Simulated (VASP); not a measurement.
# Bi2O (antifluorite type) (Fm-3m) in VASP: further runs

Bi2O (antifluorite type) is run at these levels: PBE; tasks: single point.

Program: VASP 6.6.1. These are calculated values, not measurements. Logs are shortened: lines on timing, memory, paths and dates and some standing lists are left out, and cuts for length are marked.

### 1 The cell of the first run

It takes space group Fm-3m (No. 225, cubic). Conventional cell: a = 6.519 Å, b = 6.519 Å, c = 6.519 Å, α = 90.00°, β = 90.00°, γ = 90.00°. Bi (site symmetry -43m) has 4 O at 2.82 Å and 6 Bi at 3.26 Å within 3.7 Å. O (site symmetry m-3m) has 8 Bi at 2.82 Å within 3.7 Å.

### 2 Single point, PBE

The input, INCAR:

```
PREC = Accurate
ENCUT = 520
EDIFF = 1E-6
ISMEAR = -1
SIGMA = 0.06122561905347299
LREAL = F
LASPH = T
NELM = 80
ALGO = Normal
ISIF = 2
LWAVE = F
LCHARG = F
GGA = PE
NBANDS = 25
```

The input, KPOINTS:

```
regular mesh
0
Gamma
  15 15 15
```

The input, POSCAR:

```
Bi2O
1.0
    0.0000000000      3.2595964395      3.2595964395
    3.2595964395      0.0000000000      3.2595964395
    3.2595964395      3.2595964395      0.0000000000
Bi O
2 1
Direct
    0.2500000000      0.2500000000      0.2500000000
    0.7500000000      0.7500000000      0.7500000000
    0.0000000000      0.0000000000      0.0000000000
```

Potentials or basis: VASP PAW PBE potentials, release 64 (Bi_d, O).

Started as:

```
$ cat potpaw_PBE.64/Bi_d/POTCAR potpaw_PBE.64/O/POTCAR > POTCAR
$ mpirun -np 1 vasp_std > vasp.out
```

OUTCAR:

```text
PREC = Accurate
   ENCUT = 520
   EDIFF = 1E-6
   ISMEAR = -1
   LREAL = F
   LASPH = T
   NELM = 80
   ISIF = 2
   GGA = PE

 ion  position               nearest neighbor table
   1  0.250  0.250  0.250-   3 2.82   3 2.82   3 2.82   3 2.82   2 3.26   2 3.26   2 3.26   2 3.26
                             2 3.26   2 3.26
   2  0.750  0.750  0.750-   3 2.82   3 2.82   3 2.82   3 2.82   1 3.26   1 3.26   1 3.26   1 3.26
                             1 3.26   1 3.26
   3  0.000  0.000  0.000-   2 2.82   2 2.82   2 2.82   1 2.82   1 2.82   1 2.82   2 2.82   1 2.82

  LATTYP: Found a face centered cubic cell.
 ALAT       =     6.5191928790

  Lattice vectors:

 A1 = (   0.0000000000,   3.2595964395,   3.2595964395)
 A2 = (   3.2595964395,   0.0000000000,   3.2595964395)
 A3 = (   3.2595964395,   3.2595964395,   0.0000000000)

Analysis of symmetry for initial positions (statically):
=====================================================================
 Subroutine PRICEL returns:
 Original cell was already a primitive cell.

 Routine SETGRP: Setting up the symmetry group for a
 face centered cubic supercell.

 Subroutine GETGRP returns: Found 48 space group operations
 (whereof 48 operations were pure point group operations)
 out of a pool of 48 trial point group operations.

The static configuration has the point symmetry O_h .

Analysis of symmetry for dynamics (positions and initial velocities):
=====================================================================
 Subroutine PRICEL returns:
 Original cell was already a primitive cell.

 Routine SETGRP: Setting up the symmetry group for a
 face centered cubic supercell.

 Subroutine GETGRP returns: Found 48 space group operations
 (whereof 48 operations were pure point group operations)
 out of a pool of 48 trial point group operations.

The dynamic configuration has the point symmetry O_h .

 Subroutine INISYM returns: Found 48 space group operations
 (whereof 48 operations are pure point group operations),
 and found     1 'primitive' translations

----------------------------------------------------------------------------------------

                                     Primitive cell

  volume of cell :      69.2662

  direct lattice vectors                    reciprocal lattice vectors
     0.000000000  3.259596440  3.259596440    -0.153393222  0.153393222  0.153393222
     3.259596440  0.000000000  3.259596440     0.153393222 -0.153393222  0.153393222
     3.259596440  3.259596440  0.000000000     0.153393222  0.153393222 -0.153393222

  length of vectors
     4.609765493  4.609765493  4.609765493     0.265684854  0.265684854  0.265684854

  position of ions in fractional coordinates (direct lattice)
     0.250000000  0.250000000  0.250000000
     0.750000000  0.750000000  0.750000000
     0.000000000  0.000000000  0.000000000

  ion indices of the primitive-cell ions
   primitive index   ion index
                 1           1
                 2           2
                 3           3

----------------------------------------------------------------------------------------

 KPOINTS: regular mesh

Automatic generation of k-mesh.
 Grid dimensions read from file:
 generate k-points for:   15   15   15

 Generating k-lattice:

  Cartesian coordinates                     Fractional coordinates (reciprocal lattice)
    -0.010226215  0.010226215  0.010226215     0.066666667  0.000000000  0.000000000
     0.010226215 -0.010226215  0.010226215     0.000000000  0.066666667  0.000000000
     0.010226215  0.010226215 -0.010226215     0.000000000  0.000000000  0.066666667

  Length of vectors
     0.017712324  0.017712324  0.017712324

  Shift w.r.t. Gamma in fractional coordinates (k-lattice)
     0.000000000  0.000000000  0.000000000

 Subroutine IBZKPT returns following result:
 ===========================================

 Found    120 irreducible k-points:

 Following reciprocal coordinates:
            Coordinates               Weight
  0.000000  0.000000  0.000000      1.000000
  0.066667  0.000000  0.000000      8.000000
  0.133333  0.000000  0.000000      8.000000
  0.200000  0.000000  0.000000      8.000000
  0.266667  0.000000  0.000000      8.000000
  0.333333  0.000000  0.000000      8.000000
[... 16 lines left out ...]
  0.133333  0.133333  0.000000      6.000000
  0.200000  0.133333  0.000000     24.000000
 [... further k-points ...]
   k-points           NKPTS =    120   k-points in BZ     NKDIM =    120   number of bands    NBANDS=     25
   number of dos      NEDOS =    301   number of ions     NIONS =      3
   total plane-waves  NPLWV =  46656
   dimension x,y,z NGX =    36 NGY =   36 NGZ =   36
   dimension x,y,z NGXF=    72 NGYF=   72 NGZF=   72
   ions per type =               2   1
   NGX,Y,Z   is equivalent  to a cutoff of  12.98, 12.98, 12.98 a.u.
   NGXF,Y,Z  is equivalent  to a cutoff of  25.97, 25.97, 25.97 a.u.
 SYSTEM =  unknown system
   PREC   = accura    normal or accurate (medium, high low for compatibility)
   ISTART =      0    job   : 0-new  1-cont  2-samecut
   ICHARG =      2    charge: 1-file 2-atom 10-const
   ISPIN  =      1    spin polarized calculation?
   LNONCOLLINEAR =      F non collinear calculations
   LSORBIT =      F    spin-orbit coupling
   LASPH  =      T    aspherical Exc in radial PAW
   ENCUT  =  520.0 eV  38.22 Ry    6.18 a.u.   8.57  8.57  8.57*2*pi/ulx,y,z
   NELM   =     80;   NELMIN=  2; NELMDL= -5     # of ELM steps
   EDIFF  = 0.1E-05   stopping-criterion for ELM
   LREAL  =      F    real-space projection
   EDIFFG = 0.1E-04   stopping-criterion for IOM
   NSW    =      0    number of steps for IOM
   IBRION =     -1    ionic relax: 0-MD 1-quasi-New 2-CG
   NFREE  =      0    steps in history (QN), initial steepest desc. (CG)
   ISIF   =      2    stress and relaxation
   ISYM   =      2    0-nonsym 1-usesym 2-fastsym
   POTIM  = 0.5000    time-step for ionic-motion
   TEBEG  =    0.0;   TEEND  =   0.0 temperature during run
   PSTRESS=    0.0 pullay stress
   NELECT =      36.0000    total number of electrons
   NUPDOWN=      -1.0000    fix difference up-down
   EMIN   =  10.00;   EMAX   =-10.00  energy-range for DOS
   EFERMI =   0.00;   METHOD = LEGACY
   ISMEAR =    -1;   SIGMA  =   0.06  broadening in eV -4-tet -1-fermi 0-gaus
   EFERMI_NEDOS =   21; number of points for ismear=-14 and -15
   IALGO  =     38    algorithm
   IMIX   =      4    mixing-type and parameters
     AMIX     =   0.40;   BMIX     =  1.00
     AMIX_MAG =   1.60;   BMIX_MAG =  1.00
  volume/ion in A,a.u.               =      23.09       155.81
  Fermi-wavevector in a.u.,A,eV,Ry     =   1.316240  2.487333 23.571935  1.732488
  Thomas-Fermi vector in A             =   2.446366
   LORBIT       =      0    0 simple, 1 ext, 2 COOP (PROOUT), +10 PAW based schemes
   GGA     = PE    functional components
   LHFCALC =     F    Hartree Fock is set to
   AEXX    =    0.0000 exact exchange contribution
   IVDW    =     0    specifies the selected vdW correction
   LEPSILON=     F    determine dielectric tensor
   LRPA    =     F    only Hartree local field effects (RPA)
 non-spin polarized calculation
  energy-cutoff  :      520.00
  volume of cell :       69.27
 maximum number of plane-waves:      1883
   NGX = 17   NGY = 17   NGZ = 17

 number of electron      35.9999985 magnetization

 Free energy of the ion-electron system (eV)
  ---------------------------------------------------
  ext. energy  EPLUGINS =         0.00000000
  ---------------------------------------------------
  free energy    TOTEN  =       -12.32924266 eV

  energy without entropy =      -12.30138494  energy(sigma->0) =      -12.31531380

 E-fermi :   7.2203     XC(G=0): -10.4225

 val. band max:        7.2179760999   @ k =  -0.4667   0.4000   0.0667
 cond. band min:       7.2431863172   @ k =  -0.4000   0.4667   0.0667
 fundamental gap:      0.0252102173
 Fermi energy:         7.2203148942

 k-point     1 :       0.0000    0.0000    0.0000
  band No.  band energies     occupation
      1     -15.9932      2.00000
      2     -15.9932      2.00000
      3     -15.8377      2.00000
      4     -15.8377      2.00000
      5     -15.8377      2.00000
      6     -15.6648      2.00000
[... 17 lines left out ...]
     24      14.7939      0.00000
     25      14.7939      0.00000

 k-point     2 :       0.0667    0.0000    0.0000
  band No.  band energies     occupation
      1     -15.9888      2.00000
      2     -15.9888      2.00000
      3     -15.8363      2.00000
      4     -15.8356      2.00000
      5     -15.8356      2.00000
      6     -15.6667      2.00000
[... 17 lines left out ...]
     24      14.9820      0.00000
     25      14.9820      0.00000

 k-point     3 :       0.1333    0.0000    0.0000
  band No.  band energies     occupation
      1     -15.9755      2.00000
      2     -15.9755      2.00000
      3     -15.8322      2.00000
      4     -15.8295      2.00000
      5     -15.8295      2.00000
      6     -15.6721      2.00000
[... 17 lines left out ...]
     24      15.4025      0.00000
     25      15.4025      0.00000

 k-point     4 :       0.2000    0.0000    0.0000
  band No.  band energies     occupation
      1     -15.9540      2.00000
      2     -15.9540      2.00000
      3     -15.8251      2.00000
      4     -15.8196      2.00000
      5     -15.8196      2.00000
      6     -15.6812      2.00000
[... 17 lines left out ...]
     24      15.7182      0.00000
     25      15.7182      0.00000
[... 477 lines left out ...]
 k-point    22 :      -0.0667    0.0667    0.0000
  band No.  band energies     occupation
      1     -15.9868      2.00000
      2     -15.9761      2.00000
      3     -15.8356      2.00000
      4     -15.8337      2.00000
      5     -15.8291      2.00000
      6     -15.6720      2.00000
[... 17 lines left out ...]
     24      15.2161      0.00000
     25      15.3388      0.00000

 k-point    23 :       0.1333    0.1333    0.0000
  band No.  band energies     occupation
      1     -15.9910      2.00000
      2     -15.9503      2.00000
      3     -15.8429      2.00000
      4     -15.8211      2.00000
      5     -15.8211      2.00000
      6     -15.6784      2.00000
[... 17 lines left out ...]
     24      14.9692      0.00000
     25      15.5020      0.00000

 k-point    24 :       0.2000    0.1333    0.0000
  band No.  band energies     occupation
      1     -15.9857      2.00000
      2     -15.9266      2.00000
      3     -15.8433      2.00000
      4     -15.8120      2.00000
      5     -15.8116      2.00000
      6     -15.6864      2.00000
[... 17 lines left out ...]
     24      15.2721      0.00000
     25      15.6480      0.00000

 [... further k-points ...]

------------------------ aborting loop because EDIFF is reached ----------------------------------------

  FORCE on cell =-STRESS in cart. coord.  units (eV):
  Direction    XX          YY          ZZ          XY          YZ          ZX
  --------------------------------------------------------------------------------------
  -------------------------------------------------------------------------------------
  Total       -0.0699808     -0.0699808     -0.0699808      0.0000000      0.0000000      0.0000000
  in kB       -1.6187050     -1.6187050     -1.6187050      0.0000000      0.0000000      0.0000000
  external PRESSURE =      -1.6187050 kB  Pullay stress =       0.0000000 kB

 VOLUME and BASIS-vectors are now :
 -----------------------------------------------------------------------------
  energy-cutoff  :      520.00
  volume of cell :       69.27
      direct lattice vectors                 reciprocal lattice vectors
     0.000000000  3.259596440  3.259596440    -0.153393222  0.153393222  0.153393222
     3.259596440  0.000000000  3.259596440     0.153393222 -0.153393222  0.153393222
     3.259596440  3.259596440  0.000000000     0.153393222  0.153393222 -0.153393222

 POSITION                                       TOTAL-FORCE (eV/Angst)
 -----------------------------------------------------------------------------------
      1.62980      1.62980      1.62980        -0.000000     -0.000000     -0.000000
      4.88939      4.88939      4.88939         0.000000      0.000000      0.000000
      0.00000      0.00000      0.00000         0.000000     -0.000000     -0.000000
 -----------------------------------------------------------------------------------
    total drift:                                0.000000      0.000000      0.000000

  FREE ENERGIE OF THE ION-ELECTRON SYSTEM (eV)
  ---------------------------------------------------
  free  energy   TOTEN  =       -12.3292426553 eV

  energy  without entropy=      -12.3013849402  energy(sigma->0) =      -12.31531380
```

Run time: 2.1 min. Hardware: 1 thread of Intel Xeon Platinum 8488C (Sapphire Rapids), shared host; peak memory 0.32 GiB.

Results:

| Quantity | Value |
| --- | --- |
| Free energy | -12.3292 eV |
| Pressure | -0.2 GPa |
| Band gap on the k mesh | zero (bands 18 and 19 overlap by 1.87 eV) |

Caveat: spin-orbit coupling is left out, which moves the levels of the heavy elements.

[end of part 1 of 2]

The gap in the log of VASP goes by the Fermi energy; the results here count the filled bands.